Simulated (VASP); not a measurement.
Cr3Cl, 4 atoms in the cell. It takes space group I4/mmm (No. 139, tetragonal). Conventional cell: a = 4.029 Å, b = 4.029 Å, c = 7.734 Å, α = 90.00°, β = 90.00°, γ = 90.00°. Within 3.7 Å of Cr (site symmetry 4/mmm) lie 8 Cr at 2.79 Å and 4 Cl at 2.85 Å. Within 3.7 Å of Cr (site symmetry -4m2) lie 8 Cr at 2.79 to 2.85 Å and 4 Cl at 2.79 Å. Cl (site symmetry 4/mmm) has 12 Cr at 2.79 to 2.85 Å within 3.7 Å. 

* Program: VASP 6.6.1
* Task: single point
* Functional: PBE
* Potentials or basis: VASP PAW PBE potentials, release 64 (Cr_pv, Cl)
* Cutoff: 500 eV
* k mesh: 16 × 16 × 16
* Occupations: gaussian, width 0.1 eV
* Spin: collinear spin, ferrimagnetic start
* Starting moments: [-3.52, 3.64, 3.64, 0.0] μB
* Dipole correction: no
* Further INCAR settings: ALGO = Normal; EDIFF = 1e-06; NBANDS = 34

Potentials or basis: VASP PAW PBE potentials, release 64 (Cr_pv, Cl).

The run is started by

```bash
$ cat potpaw_PBE.64/Cr_pv/POTCAR potpaw_PBE.64/Cl/POTCAR > POTCAR
$ mpirun -np 4 vasp_std > vasp.out
```

Hardware: 4 MPI ranks on Intel(R) Xeon(R) 6975P-C (Granite Rapids), on a shared host.

Question: Estimate the wall time of this run.

Answer: Wall time 2.9 min on 4 MPI ranks on Intel(R) Xeon(R) 6975P-C (Granite Rapids), with other jobs on the host, peak memory 0.95 GiB a rank. Counts: scf iterations 16, k points 349.
